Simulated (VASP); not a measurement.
Write the native input for VASP 6.6.1 that does the following.

* Task: single point
* Functional: PBEsol
* Potentials or basis: VASP PAW PBE potentials, release 64 (Mo_sv, S)
* Cutoff: 520 eV
* k mesh: 12 × 12 × 2
* Occupations: gaussian, width 0.02 eV
* Spin: no spin polarisation
* Dipole correction: no
* Further INCAR settings: ALGO = Normal; EDIFF = 1e-06; NBANDS = 35

The structure of MoS2 lies in POSCAR:

```
MoS2
1.0
    2.9529050946      0.0000000000      0.0000000000
   -1.4764525473      2.5572908269      0.0000000000
    0.0000000000      0.0000000000     12.9474606635
Mo S
2 4
Direct
    0.6666666667      0.3333333333      0.2500000000
    0.3333333333      0.6666666667      0.7500000000
    0.6666666667      0.3333333333      0.6240750900
    0.3333333333      0.6666666667      0.3759249100
    0.6666666667      0.3333333333      0.8759249100
    0.3333333333      0.6666666667      0.1240750900
```

This cell differs from its parent crystal: biaxial strain in the a-b plane: -6.0 %, then relaxed in part.

One way to write it, as run:

INCAR

```
SYSTEM = MoS2
ALGO = Normal
EDIFF = 1E-6
ENCUT = 520
GGA = PS
ISIF = 2
ISMEAR = 0
LASPH = .True.
LCHARG = .True.
LELF = .True.
LREAL = .False.
LVHAR = .True.
LWAVE = .False.
NBANDS = 35
NELM = 80
PREC = Accurate
SIGMA = 0.02
```

KPOINTS

```
k-points
0
Gamma
  12 12 2
  0 0 0
```

Potentials or basis: VASP PAW PBE potentials, release 64 (Mo_sv, S).

Launch:

```sh
$ cat potpaw_PBE.64/Mo_sv/POTCAR potpaw_PBE.64/S/POTCAR > POTCAR
$ mpirun -np 1 vasp_std > vasp.out
```

It gave:

The pressure is 13.7 GPa. The band gap on the k mesh is 1.08 eV (least direct gap 1.85 eV).

Caveat: the cell differs from its parent crystal (biaxial strain in the a-b plane: -6.0 %, then relaxed in part); the cell stands under pressure; the PAW data sets were made with another functional, which shifts forces and pressure a little; this functional lacks dispersion, which binds the layers, so the pressure and a relaxed spacing across them are unreliable.

Run time: 3.4 min on 1 thread of Intel Xeon 8259CL, with other jobs on the host, peak memory 0.28 GiB.
